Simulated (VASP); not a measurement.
# Co (Im-3m) in VASP: a series of runs, part 2 of 2

VASP 6.6.1. Earlier steps stand in the parts before.

## Step 3: Single point, PBE, collinear spin, ferromagnetic start

Contents of INCAR:

```
SYSTEM = Co
  ALGO = Normal
  EDIFF = 1E-6
  ENCUT = 520
  GGA = PE
  ISIF = 2
  ISMEAR = -1
  ISPIN = 2
  LASPH = .True.
  LCHARG = .False.
  LMAXMIX = 4
  LORBIT = 11
  LREAL = .False.
  LWAVE = .False.
  MAGMOM = 2 2
  NBANDS = 20
  NELM = 150
  PREC = Accurate
  SIGMA = 0.05
```

Contents of KPOINTS:

```
k-points
0
Gamma
  12 12 12
  0 0 0
```

Contents of POSCAR:

```
Co
1.0
    2.8046400000      0.0000000000      0.0000000000
    0.0000000000      2.8046400000      0.0000000000
    0.0000000000      0.0000000000      2.8046400000
Co
2
Direct
    0.0000000000      0.0000000000      0.0000000000
    0.5000000000      0.5000000000      0.5000000000
```

Potentials or basis: VASP PAW PBE potentials, release 64 (Co).

On the command line:

```console
$ cat potpaw_PBE.64/Co/POTCAR > POTCAR
$ mpirun -np 1 vasp_std > vasp.out
```

OUTCAR:

```text
SYSTEM = Co
   EDIFF = 1E-6
   ENCUT = 520
   GGA = PE
   ISIF = 2
   ISMEAR = -1
   ISPIN = 2
   LASPH = .True.
   LORBIT = 11
   LREAL = .False.
   NELM = 150
   PREC = Accurate

 ion  position               nearest neighbor table
   1  0.000  0.000  0.000-   2 2.43   2 2.43   2 2.43   2 2.43   2 2.43   2 2.43   2 2.43   2 2.43

   2  0.500  0.500  0.500-   1 2.43   1 2.43   1 2.43   1 2.43   1 2.43   1 2.43   1 2.43   1 2.43

  LATTYP: Found a simple cubic cell.
 ALAT       =     2.8046400000

  Lattice vectors:

 A1 = (   2.8046400000,   0.0000000000,   0.0000000000)
 A2 = (   0.0000000000,   2.8046400000,   0.0000000000)
 A3 = (   0.0000000000,   0.0000000000,   2.8046400000)

Analysis of symmetry for initial positions (statically):
=====================================================================
 Subroutine PRICEL returns following result:

  LATTYP: Found a body centered cubic cell.
 ALAT       =     2.8046400000
[... 12 lines left out ...]
 Subroutine GETGRP returns: Found 48 space group operations
 (whereof 48 operations were pure point group operations)
 out of a pool of 48 trial point group operations.

The static configuration has the point symmetry O_h .

Analysis of symmetry for dynamics (positions and initial velocities):
=====================================================================
 Subroutine PRICEL returns following result:

  LATTYP: Found a body centered cubic cell.
 ALAT       =     2.8046400000
[... 12 lines left out ...]
 Subroutine GETGRP returns: Found 48 space group operations
 (whereof 48 operations were pure point group operations)
 out of a pool of 48 trial point group operations.

The dynamic configuration has the point symmetry O_h .

Analysis of structural, dynamic, and magnetic symmetry:
=====================================================================
 Subroutine PRICEL returns following result:

  LATTYP: Found a body centered cubic cell.
 ALAT       =     2.8046400000
[... 12 lines left out ...]
 Subroutine GETGRP returns: Found 48 space group operations
 (whereof 48 operations were pure point group operations)
 out of a pool of 48 trial point group operations.

The overall configuration has the point symmetry O_h .

 Subroutine INISYM returns: Found 48 space group operations
 (whereof 48 operations are pure point group operations),
 and found     2 'primitive' translations

[... 136 lines left out ...]
  free energy    TOTEN  =       -13.90878433 eV

  energy without entropy =      -13.88423211  energy(sigma->0) =      -13.89650822

 E-fermi :  10.3685     XC(G=0): -13.3117

 val. band max:       10.3670354484   @ k =   0.4167   0.0000   0.0000
 cond. band min:      10.3799597491   @ k =   0.1667   0.1667   0.0000
 fundamental gap:      0.0129243007
 Fermi energy:        10.3684550562

 spin component 1

 k-point     1 :       0.0000    0.0000    0.0000
  band No.  band energies     occupation
      1       1.1881      1.00000
      2       5.0019      1.00000
      3       5.0019      1.00000
      4       7.3283      1.00000
      5       7.3283      1.00000
      6       7.3283      1.00000
[... 541 lines left out ...]
     19      34.5218      0.00000
     20      37.1800      0.00000

 [... further k-points ...]

 spin component 2

 k-point     1 :       0.0000    0.0000    0.0000
  band No.  band energies     occupation
      1       1.2408      1.00000
      2       6.5819      1.00000
      3       6.5819      1.00000
      4       8.8763      1.00000
      5       8.8763      1.00000
      6       8.8763      1.00000
[... 541 lines left out ...]
     19      34.7891      0.00000
     20      37.4550      0.00000

 [... further k-points ...]
[... 5 lines left out ...]
  --------------------------------------------------------------------------------------
  -------------------------------------------------------------------------------------
  Total        0.0812999      0.0812999      0.0812999      0.0000000     -0.0000000      0.0000000
  in kB        5.9043139      5.9043139      5.9043139      0.0000000     -0.0000000      0.0000000
  external PRESSURE =       5.9043139 kB  Pullay stress =       0.0000000 kB

 VOLUME and BASIS-vectors are now :
 -----------------------------------------------------------------------------
  energy-cutoff  :      520.00
  volume of cell :       22.06
      direct lattice vectors                 reciprocal lattice vectors
     2.804640000  0.000000000  0.000000000     0.356552000  0.000000000  0.000000000
     0.000000000  2.804640000  0.000000000     0.000000000  0.356552000  0.000000000
     0.000000000  0.000000000  2.804640000     0.000000000  0.000000000  0.356552000

 POSITION                                       TOTAL-FORCE (eV/Angst)
 -----------------------------------------------------------------------------------
      0.00000      0.00000      0.00000        -0.000000     -0.000000     -0.000000
      1.40232      1.40232      1.40232         0.000000      0.000000      0.000000
 -----------------------------------------------------------------------------------
    total drift:                                0.000000      0.000000     -0.000000

  FREE ENERGIE OF THE ION-ELECTRON SYSTEM (eV)
  ---------------------------------------------------
  free  energy   TOTEN  =       -13.9087843274 eV

  energy  without entropy=      -13.8842321099  energy(sigma->0) =      -13.89650822

 total charge

# of ion       s       p       d       tot
------------------------------------------
    1        0.483   0.521   7.231   8.234
    2        0.483   0.521   7.231   8.234
--------------------------------------------------
tot          0.965   1.042  14.462  16.468

 magnetization (x)

# of ion       s       p       d       tot
------------------------------------------
    1       -0.004  -0.043   1.817   1.770
    2       -0.004  -0.043   1.817   1.770
--------------------------------------------------
tot         -0.008  -0.087   3.634   3.539
```

OSZICAR:

```text
N       E                     dE             d eps       ncg     rms          rms(c)
DAV:   1     0.877917992433E+02    0.87792E+02   -0.79203E+03  7080   0.119E+03
DAV:   2    -0.110334473583E+02   -0.98825E+02   -0.89240E+02  6812   0.217E+02
DAV:   3    -0.157591406356E+02   -0.47257E+01   -0.45206E+01  7592   0.574E+01
DAV:   4    -0.158415830892E+02   -0.82442E-01   -0.82342E-01  8364   0.663E+00
DAV:   5    -0.158440666673E+02   -0.24836E-02   -0.24833E-02  7924   0.107E+00    0.148E+01
DAV:   6    -0.142513524358E+02    0.15927E+01   -0.71023E+00  7508   0.538E+01    0.687E+00
DAV:   7    -0.139464635412E+02    0.30489E+00   -0.99662E-01  7852   0.183E+01    0.400E+00
DAV:   8    -0.139231931261E+02    0.23270E-01   -0.14736E-02  9608   0.137E+00    0.186E+00
DAV:   9    -0.139091712257E+02    0.14022E-01   -0.32069E-03 10136   0.108E+00    0.387E-01
DAV:  10    -0.139087438981E+02    0.42733E-03   -0.83396E-04  8500   0.313E-01    0.850E-02
DAV:  11    -0.139087792077E+02   -0.35310E-04   -0.47557E-05  8004   0.850E-02    0.552E-02
DAV:  12    -0.139087814856E+02   -0.22778E-05   -0.67621E-06  7688   0.384E-02    0.178E-02
DAV:  13    -0.139087839096E+02   -0.24240E-05   -0.36475E-06  6984   0.200E-02    0.569E-03
DAV:  14    -0.139087843274E+02   -0.41780E-06   -0.91916E-08  3784   0.360E-03
   1 F= -.13908784E+02 E0= -.13896508E+02  d E =-.245522E-01  mag=     3.5019
```

It took 1.7 min on 1 thread of Intel Xeon 8259CL, shared host; peak memory 0.18 GiB.

What came out:

```
Free energy                                           : -13.9088 eV
Pressure                                              : 0.6 GPa
Net moment                                            : 3.50 μB per cell
Site moments                                          : Co +1.77 μB
Valence electrons inside the program's atomic spheres : Co 8.23
```
